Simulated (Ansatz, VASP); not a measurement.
Si2Mo: VASP beside Ansatz

```
Si Mo
1.0
    -1.58721    1.58721    3.88935
     1.58721   -1.58721    3.88935
     1.58721    1.58721   -3.88935
Si Mo
2 1
Cartesian
  0.0000 0.0000 2.6076
  0.0000 0.0000 5.1711
  0.0000 0.0000 0.0000
```

Alike in both runs: functional LDA; k mesh 10 × 10 × 10; occupations fermi-dirac, width 0.1 eV; no spin polarisation.

Ansatz relaxed the structure, and its values are those at the end. VASP's run is a single point on that final structure, the one shown.

|  | VASP | Ansatz |
| --- | --- | --- |
| version | VASP 6.6.1 | Ansatz 0.2.0 |
| potentials or method | VASP PAW LDA potentials, release 64 (Si, Mo_sv), cutoff 520 eV | PAW plane waves |
| valence electrons in the cell | 22 | 22 |

```tsv
	VASP	Ansatz	Ansatz less VASP
gap on the k mesh at the Fermi level (eV)	none	none	-
pressure (GPa)	0.6	0.0	-0.61
rms of the force components (eV/Å)	0.002	0.003	+0.0008
```

Ansatz warns that its potentials were made for another functional, while VASP's fit it. LDA's correlation is that of Perdew and Zunger in VASP and of Perdew and Wang (1992) in Ansatz. A gap of «none» marks a metal or a gap that the smearing closes.
